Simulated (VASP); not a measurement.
# C (P6_3/mmc) in VASP: notebook

C is run at these levels: PBEsol; tasks: relaxation of the atoms.

All numbers are computed with VASP 6.6.1; they aren't measurements. Logs are shortened: lines on timing, memory, paths and dates and some standing lists are left out, and cuts for length are marked.

## Step 1: The cell of the first run

The structure is hexagonal, space group P6_3/mmc (No. 194). Conventional cell: a = 2.499 Å, b = 2.499 Å, c = 4.223 Å, α = 90.00°, β = 90.00°, γ = 120.00°. Within 2.0 Å of C (site symmetry 3m) lie 4 C at 1.54 to 1.58 Å.

## Step 2: Relaxation of the atoms, PBEsol (strained cell)

INCAR reads:

```
PREC = Accurate ; ENCUT = 520
EDIFF = 1E-6 ; ISMEAR = 0
SIGMA = 0.02 ; LREAL = F
LASPH = T ; NELM = 100
ALGO = Normal ; ISIF = 2
LWAVE = F ; LCHARG = F
GGA = PS ; IBRION = 2
NSW = 60 ; EDIFFG = -0.002
```

KPOINTS reads:

```
Automatic mesh
0
Gamma
  9 9 6
```

POSCAR reads:

```
C
1.0
    2.4993962492      0.0000000000      0.0000000000
   -1.2496981246      2.1645406459      0.0000000000
    0.0000000000      0.0000000000      4.2229976381
C
4
Direct
    0.3333333333      0.6666666667     -0.0004162315
    0.6666666667      0.3333333333      0.4995837685
    0.3333333333      0.6666666667      0.3744162315
    0.6666666667      0.3333333333      0.8744162315
```

Potentials or basis: VASP PAW PBE potentials, release 64 (C).

Run with:

```
cat potpaw_PBE.64/C/POTCAR > POTCAR
mpirun -np 1 vasp_std > vasp.out
```

OUTCAR:

```text
PREC = Accurate
   ENCUT = 520
   EDIFF = 1E-6
   ISMEAR = 0
   LREAL = F
   LASPH = T
   NELM = 100
   ISIF = 2
   GGA = PS
   IBRION = 2
   NSW = 60
   EDIFFG = -0.002

 ion  position               nearest neighbor table
   1  0.333  0.667  1.000-   4 1.54   4 1.54   4 1.54   3 1.58
   2  0.667  0.333  0.500-   3 1.54   3 1.54   3 1.54   4 1.58
   3  0.333  0.667  0.374-   2 1.54   2 1.54   2 1.54   1 1.58
   4  0.667  0.333  0.874-   1 1.54   1 1.54   1 1.54   2 1.58

  LATTYP: Found a hexagonal cell.
 ALAT       =     2.4993962492
 C/A-ratio  =     1.6896070959

  Lattice vectors:

 A1 = (   2.4993962492,   0.0000000000,   0.0000000000)
 A2 = (  -1.2496981246,   2.1645406459,   0.0000000000)
 A3 = (   0.0000000000,   0.0000000000,   4.2229976381)

Analysis of symmetry for initial positions (statically):
=====================================================================
 Subroutine PRICEL returns:
 Original cell was already a primitive cell.

 Routine SETGRP: Setting up the symmetry group for a
 hexagonal supercell.

 Subroutine GETGRP returns: Found 24 space group operations
 (whereof  6 operations were pure point group operations)
 out of a pool of 24 trial point group operations.

The static configuration has the point symmetry C_3v.
 The point group associated with its full space group is D_6h.

Analysis of symmetry for dynamics (positions and initial velocities):
=====================================================================
 Subroutine PRICEL returns:
 Original cell was already a primitive cell.

 Routine SETGRP: Setting up the symmetry group for a
 hexagonal supercell.

 Subroutine GETGRP returns: Found 24 space group operations
 (whereof  6 operations were pure point group operations)
 out of a pool of 24 trial point group operations.

The dynamic configuration has the point symmetry C_3v.
 The point group associated with its full space group is D_6h.

 Subroutine INISYM returns: Found 24 space group operations
 (whereof  6 operations are pure point group operations),
 and found     1 'primitive' translations

----------------------------------------------------------------------------------------

                                     Primitive cell

  volume of cell :      22.8466

  direct lattice vectors                    reciprocal lattice vectors
     2.499396249  0.000000000  0.000000000     0.400096623  0.230995893  0.000000000
    -1.249698125  2.164540646  0.000000000     0.000000000  0.461991787  0.000000000
     0.000000000  0.000000000  4.222997638     0.000000000  0.000000000  0.236798617

  length of vectors
     2.499396249  2.499396249  4.222997638     0.461991787  0.461991787  0.236798617

  position of ions in fractional coordinates (direct lattice)
     0.333333333  0.666666667  0.999583769
     0.666666667  0.333333333  0.499583769
     0.333333333  0.666666667  0.374416231
     0.666666667  0.333333333  0.874416231

  ion indices of the primitive-cell ions
   primitive index   ion index
                 1           1
                 2           2
                 3           3
                 4           4

----------------------------------------------------------------------------------------

 KPOINTS: Automatic mesh

Automatic generation of k-mesh.
 Grid dimensions read from file:
 generate k-points for:    9    9    6

 Generating k-lattice:

  Cartesian coordinates                     Fractional coordinates (reciprocal lattice)
     0.044455180  0.025666210  0.000000000     0.111111111 -0.000000000  0.000000000
     0.000000000  0.051332421  0.000000000     0.000000000  0.111111111  0.000000000
     0.000000000  0.000000000  0.039466436     0.000000000  0.000000000  0.166666667

  Length of vectors
     0.051332421  0.051332421  0.039466436

  Shift w.r.t. Gamma in fractional coordinates (k-lattice)
     0.000000000  0.000000000  0.000000000

 Subroutine IBZKPT returns following result:
 ===========================================

 Found     48 irreducible k-points:

 Following reciprocal coordinates:
            Coordinates               Weight
  0.000000  0.000000  0.000000      1.000000
  0.111111 -0.000000  0.000000      6.000000
  0.222222 -0.000000  0.000000      6.000000
  0.333333 -0.000000  0.000000      6.000000
  0.444444 -0.000000  0.000000      6.000000
  0.111111  0.111111  0.000000      6.000000
[... 16 lines left out ...]
  0.333333  0.222222  0.166667     24.000000
  0.333333  0.333333  0.166667      4.000000
 [... further k-points ...]
   k-points           NKPTS =     48   k-points in BZ     NKDIM =     48   number of bands    NBANDS=     12
   number of dos      NEDOS =    301   number of ions     NIONS =      4
   total plane-waves  NPLWV =  12800
   dimension x,y,z NGX =    20 NGY =   20 NGZ =   32
   dimension x,y,z NGXF=    40 NGYF=   40 NGZF=   64
   ions per type =               4
   NGX,Y,Z   is equivalent  to a cutoff of  13.30, 13.30, 12.60 a.u.
   NGXF,Y,Z  is equivalent  to a cutoff of  26.61, 26.61, 25.19 a.u.
 SYSTEM =  unknown system
   PREC   = accura    normal or accurate (medium, high low for compatibility)
   ISTART =      0    job   : 0-new  1-cont  2-samecut
   ICHARG =      2    charge: 1-file 2-atom 10-const
   ISPIN  =      1    spin polarized calculation?
   LNONCOLLINEAR =      F non collinear calculations
   LSORBIT =      F    spin-orbit coupling
   LASPH  =      T    aspherical Exc in radial PAW
   ENCUT  =  520.0 eV  38.22 Ry    6.18 a.u.   4.65  4.65  7.85*2*pi/ulx,y,z
   NELM   =    100;   NELMIN=  2; NELMDL= -5     # of ELM steps
   EDIFF  = 0.1E-05   stopping-criterion for ELM
   LREAL  =      F    real-space projection
   EDIFFG = -.2E-02   stopping-criterion for IOM
   NSW    =     60    number of steps for IOM
   IBRION =      2    ionic relax: 0-MD 1-quasi-New 2-CG
   NFREE  =      1    steps in history (QN), initial steepest desc. (CG)
   ISIF   =      2    stress and relaxation
   ISYM   =      2    0-nonsym 1-usesym 2-fastsym
   POTIM  = 0.5000    time-step for ionic-motion
   TEBEG  =    0.0;   TEEND  =   0.0 temperature during run
   PSTRESS=    0.0 pullay stress
   NELECT =      16.0000    total number of electrons
   NUPDOWN=      -1.0000    fix difference up-down
   EMIN   =  10.00;   EMAX   =-10.00  energy-range for DOS
   EFERMI =   0.00;   METHOD = LEGACY
   ISMEAR =     0;   SIGMA  =   0.02  broadening in eV -4-tet -1-fermi 0-gaus
   EFERMI_NEDOS =   21; number of points for ismear=-14 and -15
   IALGO  =     38    algorithm
   IMIX   =      4    mixing-type and parameters
     AMIX     =   0.40;   BMIX     =  1.00
     AMIX_MAG =   1.60;   BMIX_MAG =  1.00
  volume/ion in A,a.u.               =       5.71        38.54
  Fermi-wavevector in a.u.,A,eV,Ry     =   1.453810  2.747302 28.756770  2.113563
  Thomas-Fermi vector in A             =   2.571033
   LORBIT       =      0    0 simple, 1 ext, 2 COOP (PROOUT), +10 PAW based schemes
   GGA     = PS    functional components
   LHFCALC =     F    Hartree Fock is set to
   AEXX    =    0.0000 exact exchange contribution
   IVDW    =     0    specifies the selected vdW correction
   LEPSILON=     F    determine dielectric tensor
   LRPA    =     F    only Hartree local field effects (RPA)
 conjugate gradient relaxation of ions
 non-spin polarized calculation
 Gauss-broadening in eV      SIGMA  =   0.02
  energy-cutoff  :      520.00
  volume of cell :       22.85
 maximum number of plane-waves:       632
 NGX is ok and might be reduce to    20
   NGX =  9   NGY =  9   NGZ = 15

--------------------------------------- Ionic step        1  -------------------------------------------

 number of electron      16.0000000 magnetization

 Free energy of the ion-electron system (eV)
  ---------------------------------------------------
  ext. energy  EPLUGINS =         0.00000000
  ---------------------------------------------------
  free energy    TOTEN  =       -38.38610933 eV

  energy without entropy =      -38.38610933  energy(sigma->0) =      -38.38610933

------------------------ aborting loop because EDIFF is reached ----------------------------------------

  FORCE on cell =-STRESS in cart. coord.  units (eV):
  Direction    XX          YY          ZZ          XY          YZ          ZX
  --------------------------------------------------------------------------------------
  -------------------------------------------------------------------------------------
  Total        0.0841032      0.0841032     -2.5578270      0.0000000      0.0000000     -0.0000000
  in kB        5.8979546      5.8979546   -179.3742330      0.0000000      0.0000000     -0.0000000
  external PRESSURE =     -55.8594413 kB  Pullay stress =       0.0000000 kB
[... 61 lines left out ...]
  energy  without entropy=      -38.3857317456  energy(sigma->0) =      -38.38573175

--------------------------------------- Ionic step        3  -------------------------------------------

 number of electron      16.0000000 magnetization

 Free energy of the ion-electron system (eV)
  ---------------------------------------------------
  ext. energy  EPLUGINS =         0.00000000
  ---------------------------------------------------
  free energy    TOTEN  =       -38.38620095 eV

  energy without entropy =      -38.38620095  energy(sigma->0) =      -38.38620095

 E-fermi :  10.0331     XC(G=0): -13.3937

 val. band max:        9.8870141249   @ k =   0.0000   0.0000   0.0000
 cond. band min:      12.9716271150   @ k =   0.3333   0.3333   0.0000
 fundamental gap:      3.0846129900
 Fermi energy:        10.0330956137

 k-point     1 :       0.0000    0.0000    0.0000
  band No.  band energies     occupation
      1     -11.8438      2.00000
      2      -6.4673      2.00000
      3      -3.7924      2.00000
      4       6.9656      2.00000
      5       6.9656      2.00000
      6       9.3957      2.00000
      7       9.8870      2.00000
      8       9.8870      2.00000
      9      14.7510      0.00000
     10      14.9696      0.00000
     11      14.9696      0.00000
     12      18.3024      0.00000
[... 331 lines left out ...]
 k-point    24 :       0.3333    0.3333    0.1667
  band No.  band energies     occupation
      1      -4.4393      2.00000
      2      -4.4393      2.00000
      3      -1.0590      2.00000
      4      -0.6561      2.00000
      5      -0.6561      2.00000
      6       2.2900      2.00000
      7       3.6223      2.00000
      8       3.6223      2.00000
      9      13.7739      0.00000
     10      19.7339      0.00000
     11      19.7339      0.00000
     12      22.5657      0.00000

 [... further k-points ...]

------------------------ aborting loop because EDIFF is reached ----------------------------------------

  FORCE on cell =-STRESS in cart. coord.  units (eV):
  Direction    XX          YY          ZZ          XY          YZ          ZX
  --------------------------------------------------------------------------------------
  -------------------------------------------------------------------------------------
  Total        0.0774779      0.0774779     -2.5668758      0.0000000      0.0000000      0.0000000
  in kB        5.4333407      5.4333407   -180.0088034      0.0000000      0.0000000      0.0000000
  external PRESSURE =     -56.3807074 kB  Pullay stress =       0.0000000 kB
[... 19 lines left out ...]
  FREE ENERGIE OF THE ION-ELECTRON SYSTEM (eV)
  ---------------------------------------------------
  free  energy   TOTEN  =       -38.3862009480 eV

  energy  without entropy=      -38.3862009480  energy(sigma->0) =      -38.38620095

 reached required accuracy - stopping structural energy minimisation
```

Wall time 36 s (1 thread of Intel Xeon 8259CL, shared host); peak memory 0.13 GiB.

Results:

* Free energy: -38.3862 eV
* Energy gained by relaxing: 0.0 meV/atom
* Ionic steps: 3
* Pressure after relaxing: -5.6 GPa
* Band gap on the k mesh: 3.08 eV (least direct gap 4.86 eV)

Final structure:
```
CELL_PARAMETERS angstrom
2.49940 0.00000 0.00000
-1.24970 2.16454 0.00000
0.00000 0.00000 4.22300
ATOMIC_POSITIONS crystal
C 0.33333 0.66667 0.99978
C 0.66667 0.33333 0.49978
C 0.33333 0.66667 0.37422
C 0.66667 0.33333 0.87422
```

Caveat: the cell differs from its parent crystal (strained cell); the PAW data sets were made with another functional, which shifts forces and pressure a little; an odd mesh through Γ misses points on the zone boundary, where band edges can lie.

(Part 1 of 2 ends here.)
